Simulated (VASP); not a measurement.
# Mn (Pm-3m) in VASP: a series of runs, part 2 of 2

VASP 6.6.1.

## 5. Single point, r2SCAN

This run uses another cell than the first one, of 11.54 Å³/atom, 0.962 times its volume.

File POSCAR:

```
Mn
1.0
    2.2595922788      0.0000000000      0.0000000000
    0.0000000000      2.2595922788      0.0000000000
    0.0000000000      0.0000000000      2.2595922788
Mn
1
Direct
    0.0000000000      0.0000000000      0.0000000000
```

File INCAR.step1:

```
SYSTEM = Mn
PREC = Accurate
ENCUT = 520
ISMEAR = -1
SIGMA = 0.1
LREAL = .FALSE.
LASPH = .TRUE.
NELM = 60
NBANDS = 12
GGA = PE
ALGO = Normal
EDIFF = 1E-4
LWAVE = .TRUE.
LCHARG = .FALSE.
```

File INCAR.step2:

```
SYSTEM = Mn
PREC = Accurate
ENCUT = 520
EDIFF = 1E-7
ISMEAR = -1
SIGMA = 0.1
LREAL = .FALSE.
LASPH = .TRUE.
NELM = 60
ALGO = Normal
ISIF = 2
LWAVE = .FALSE.
LCHARG = .FALSE.
METAGGA = R2SCAN
LMIXTAU = .TRUE.
NBANDS = 12
ISTART = 1
```

File KPOINTS:

```
Automatic mesh
0
G
  23 23 23
  0 0 0
```

Potentials or basis: VASP PAW PBE potentials, release 64 (Mn_pv).

Command:

```console
> cat potpaw_PBE.64/Mn_pv/POTCAR > POTCAR
> cp INCAR.step1 INCAR
> mpirun -np 1 vasp_std > vasp.out
> cp INCAR.step2 INCAR
> mpirun -np 1 vasp_std > vasp.out
```

OUTCAR:

```text
SYSTEM = Mn
   PREC = Accurate
   ENCUT = 520
   EDIFF = 1E-7
   ISMEAR = -1
   LREAL = .FALSE.
   LASPH = .TRUE.
   NELM = 60
   ISIF = 2
   METAGGA = R2SCAN
   ISTART = 1

 ion  position               nearest neighbor table
   1  0.000  0.000  0.000-

  LATTYP: Found a simple cubic cell.
 ALAT       =     2.2595922788

  Lattice vectors:

 A1 = (   2.2595922788,   0.0000000000,   0.0000000000)
 A2 = (   0.0000000000,   2.2595922788,   0.0000000000)
 A3 = (   0.0000000000,   0.0000000000,   2.2595922788)

Analysis of symmetry for initial positions (statically):
=====================================================================
 Subroutine PRICEL returns:
 Original cell was already a primitive cell.

 Routine SETGRP: Setting up the symmetry group for a
 simple cubic supercell.

 Subroutine GETGRP returns: Found 48 space group operations
 (whereof 48 operations were pure point group operations)
 out of a pool of 48 trial point group operations.

The static configuration has the point symmetry O_h .

Analysis of symmetry for dynamics (positions and initial velocities):
=====================================================================
 Subroutine PRICEL returns:
 Original cell was already a primitive cell.

 Routine SETGRP: Setting up the symmetry group for a
 simple cubic supercell.

 Subroutine GETGRP returns: Found 48 space group operations
 (whereof 48 operations were pure point group operations)
 out of a pool of 48 trial point group operations.

The dynamic configuration has the point symmetry O_h .

 Subroutine INISYM returns: Found 48 space group operations
 (whereof 48 operations are pure point group operations),
 and found     1 'primitive' translations

----------------------------------------------------------------------------------------

                                     Primitive cell

[... 113 lines left out ...]
   METAGGA = R2SCAN    functional components
   LHFCALC =     F    Hartree Fock is set to
   AEXX    =    0.0000 exact exchange contribution
   IVDW    =     0    specifies the selected vdW correction
   LEPSILON=     F    determine dielectric tensor
   LRPA    =     F    only Hartree local field effects (RPA)
 non-spin polarized calculation
  energy-cutoff  :      520.00
  volume of cell :       11.54
 maximum number of plane-waves:       320
 NGX is ok and might be reduce to    18
   NGX =  9   NGY =  9   NGZ =  9

 number of electron      13.0000026 magnetization

 Free energy of the ion-electron system (eV)
  ---------------------------------------------------
  ext. energy  EPLUGINS =         0.00000000
  ---------------------------------------------------
  free energy    TOTEN  =       -13.39043882 eV

  energy without entropy =      -13.33609108  energy(sigma->0) =      -13.36326495

 E-fermi :   9.8819     XC(G=0): -14.7209

 val. band max:        9.8816919321   @ k =   0.4783   0.1739   0.0000
 cond. band min:       9.8837504751   @ k =   0.4348   0.3478   0.0870
 fundamental gap:      0.0020585430
 Fermi energy:         9.8819145406

 k-point     1 :       0.0000    0.0000    0.0000
  band No.  band energies     occupation
      1     -39.6678      2.00000
      2     -39.6678      2.00000
      3     -39.6678      2.00000
      4       1.1992      2.00000
      5       5.6948      2.00000
      6       5.6948      2.00000
      7      11.7146      0.00000
      8      11.7146      0.00000
      9      11.7147      0.00000
     10      31.6454      0.00000
     11      31.6454      0.00000
     12      31.6454      0.00000
[... 331 lines left out ...]
 k-point    24 :       0.0870    0.0870    0.0000
  band No.  band energies     occupation
      1     -39.7409      2.00000
      2     -39.7317      2.00000
      3     -39.6551      2.00000
      4       1.7250      2.00000
      5       5.8645      2.00000
      6       5.9947      2.00000
      7      11.3869      0.00000
      8      11.5379      0.00000
      9      11.5970      0.00000
     10      29.3176      0.00000
     11      29.7453      0.00000
     12      32.4245      0.00000

 [... further k-points ...]

------------------------ aborting loop because EDIFF is reached ----------------------------------------

  FORCE on cell =-STRESS in cart. coord.  units (eV):
  Direction    XX          YY          ZZ          XY          YZ          ZX
  --------------------------------------------------------------------------------------
  -------------------------------------------------------------------------------------
  Total        0.0554683      0.0554683      0.0554683      0.0000000     -0.0000000      0.0000000
  in kB        7.7030991      7.7030991      7.7030991      0.0000000     -0.0000000      0.0000000
  external PRESSURE =       7.7030991 kB  Pullay stress =       0.0000000 kB

 VOLUME and BASIS-vectors are now :
 -----------------------------------------------------------------------------
  energy-cutoff  :      520.00
  volume of cell :       11.54
      direct lattice vectors                 reciprocal lattice vectors
     2.259592279  0.000000000  0.000000000     0.442557717  0.000000000  0.000000000
     0.000000000  2.259592279  0.000000000     0.000000000  0.442557717  0.000000000
     0.000000000  0.000000000  2.259592279     0.000000000  0.000000000  0.442557717

 POSITION                                       TOTAL-FORCE (eV/Angst)
 -----------------------------------------------------------------------------------
      0.00000      0.00000      0.00000         0.000000      0.000000      0.000000
 -----------------------------------------------------------------------------------
    total drift:                               -0.000000      0.000000      0.000000

  FREE ENERGIE OF THE ION-ELECTRON SYSTEM (eV)
  ---------------------------------------------------
  free  energy   TOTEN  =       -13.3904388191 eV

  energy  without entropy=      -13.3360910808  energy(sigma->0) =      -13.36326495
```

Wall time 2 min (1 thread of Intel Xeon Platinum 8259CL at 2.50GHz (Skylake/Cascade Lake), shared host); peak memory 0.16 GiB.

What came out:

```yaml
Free_energy: -13.3904 eV
Pressure: 0.8 GPa
```

Caveat: the PAW data sets were made with another functional, which shifts forces and pressure a little; the run has no spin polarisation, though such a crystal can be magnetic. Spin polarisation is off, so any magnetic state and its effect on volume and gap are missing.

## 6. Overview

| cell | k mesh | gap on the mesh (eV) | pressure (GPa) |
| --- | --- | --- | --- |
| a = 2.289 Å, 1 atom | 16 × 16 × 16 | none | -7.8 |
| a = 2.318 Å, 1 atom | 16 × 16 × 16 | none | -14.8 |
| a = 2.347 Å, 1 atom | 16 × 16 × 16 | none | -20.3 |
| a = 2.260 Å, 1 atom | 23 × 23 × 23 | none | 0.8 |

Alike in all rows: task single point; level r2SCAN; potentials or basis VASP PAW PBE potentials, release 64 (Mn_pv); no spin polarisation; cutoff (eV) 520; smearing fermi-dirac 0.1 eV.

Caveats: the PAW data sets were made with another functional, which shifts forces and pressure a little; the run has no spin polarisation, though such a crystal can be magnetic.

Total energies depend on the potentials used, so only differences within one code and one set of settings carry meaning.
